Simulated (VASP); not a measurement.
CdF2, 12 atoms in the cell. The typed cell holds 12 atoms: a = 3.553 Å, b = 5.245 Å, c = 10.298 Å, α = 89.99°, β = 90.06°, γ = 90.06°. 

| Item | Value |
| --- | --- |
| Program | VASP 6.6.1 |
| Task | single point |
| Functional | PBE |
| Potentials or basis | VASP PAW PBE potentials, release 64 (Cd, F) |
| Cutoff | 520 eV |
| k mesh | 4 × 4 × 2 |
| Occupations | gaussian, width 0.1 eV |
| Spin | no spin polarisation |
| Dipole correction | no |
| Further INCAR settings | ALGO = Normal; EDIFF = 1e-06; NBANDS = 64 |

Potentials or basis: VASP PAW PBE potentials, release 64 (Cd, F).

The run is started by

```bash
$ cat potpaw_PBE.64/Cd/POTCAR potpaw_PBE.64/F/POTCAR > POTCAR
$ mpirun -np 1 vasp_std > vasp.out
```

Hardware: 1 thread of Oxide Virtual Turin-like Processor, on a shared host.

Task: Estimate the wall time of this run.

Result: Run time: 7.6 min on 1 thread of Oxide Virtual Turin-like Processor, with other jobs on the host, peak memory 0.35 GiB. Counts: scf iterations 15, k points 20.
